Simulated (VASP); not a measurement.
**Mo3S: single point with PBE**

The system is Mo3S.

```xyz
4
Lattice="3.9188 0.0000 0.0000 0.0000 3.9188 0.0000 0.0000 0.0000 3.9188" Properties=species:S:1:pos:R:3 pbc="T T T"
Mo    0.0000    1.9594    1.9594
Mo    1.9594    0.0000    1.9594
Mo    1.9594    1.9594    0.0000
S     0.0000    0.0000    0.0000
```

```yaml
Program: VASP 6.6.1
Task: single point
Functional: PBE
Potentials_or_basis: VASP PAW PBE potentials, release 64 (Mo_sv, S)
Cutoff: 520 eV
k_mesh: 12 × 12 × 12
Occupations: gaussian, width 0.1 eV
Spin: no spin polarisation
```

```yaml
Pressure: 0.4 GPa
Band_gap_on_the_k_mesh: zero (bands 24 and 25 overlap by 0.74 eV)
```

Levels at points of the mesh, in eV from the Fermi level:
```tsv
k point	band 21	band 22	band 23	band 24	band 25	band 26	band 27	band 28
(0.00, 0.00, 0.00)	-4.51	-4.51	-0.92	-0.14	-0.14	-0.14	2.17	2.17
(0.50, 0.00, 0.00)	-1.52	-1.52	-1.49	-0.54	-0.36	-0.36	0.60	0.70
(0.50, 0.50, 0.00)	-1.48	-1.48	-0.34	-0.28	-0.28	-0.19	-0.15	1.08
(0.50, 0.50, 0.50)	-1.78	-1.78	-1.02	-0.28	-0.28	-0.28	0.72	0.72
```

It took 78 s on 1 thread of AMD EPYC 9R45 96-Core Processor (Zen 5), with other jobs on the host, peak memory 0.23 GiB.
